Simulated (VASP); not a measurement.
Wanted: the native input for a VASP 6.6.1 run.

* Task: relaxation of cell and atoms
* Functional: PBEsol
* Potentials or basis: VASP PAW PBE potentials, release 64 (B, Ti_sv)
* Cutoff: 500 eV
* k mesh: 7 × 7 × 7
* Occupations: methfessel-paxton, width 0.1 eV
* Spin: no spin polarisation
* Dipole correction: no
* Further INCAR settings: ALGO = Normal; EDIFF = 1e-07; IBRION = 2; EDIFFG = -0.01; NSW = 80; ISIF = 3

The structure of Ti3B lies in POSCAR:

```
Ti3B
1.0
    0.0000000000      2.8050000000      2.8050000000
    2.8050000000      0.0000000000      2.8050000000
    2.8050000000      2.8050000000      0.0000000000
B Ti
1 3
Direct
    0.0000000000      0.0000000000      0.0000000000
    0.5000000000      0.5000000000      0.5000000000
    0.2500000000      0.2500000000      0.2500000000
    0.7500000000      0.7500000000      0.7500000000
```

The input as run:

INCAR

```
  PREC = Accurate
  ENCUT = 500
  EDIFF = 1E-7
  ISMEAR = 1
  SIGMA = 0.1
  LREAL = F
  LASPH = T
  NELM = 120
  ALGO = Normal
  ISIF = 3
  LWAVE = F
  LCHARG = F
  GGA = PS
  IBRION = 2
  NSW = 80
  EDIFFG = -0.01
  GGA_COMPAT = F
  NELMIN = 4
```

KPOINTS

```
Automatic mesh
0
Gamma
  7 7 7
```

Potentials or basis: VASP PAW PBE potentials, release 64 (B, Ti_sv).

Launch:

```console
$ cat potpaw_PBE.64/B/POTCAR potpaw_PBE.64/Ti_sv/POTCAR > POTCAR
$ mpirun -np 1 vasp_std > vasp.out
```

Results of the run:

```json
{
  "Relaxed volume": "12.98 Å³/atom",
  "Relaxed cell": "a = 4.188 Å, b = 4.188 Å, c = 4.188 Å, α = 60.00°, β = 60.00°, γ = 60.00°",
  "Space group after relaxing (to 0.1 Å)": "Fm-3m (No. 225)",
  "Energy gained by relaxing": "174.2 meV/atom",
  "Ionic steps": "4",
  "Pressure after relaxing": "0.1 GPa",
  "Band gap on the k mesh": "zero (an odd number of electrons rules out a gap without spin polarisation)"
}
```

Caveat: the volume moved by over 15 % at a fixed basis, so the end points are rough; the PAW data sets were made with another functional, which shifts forces and pressure a little.

It took 96 s on 1 thread of Intel(R) Xeon(R) Platinum 8488C (Sapphire Rapids) (shared host), peak memory 0.17 GiB.
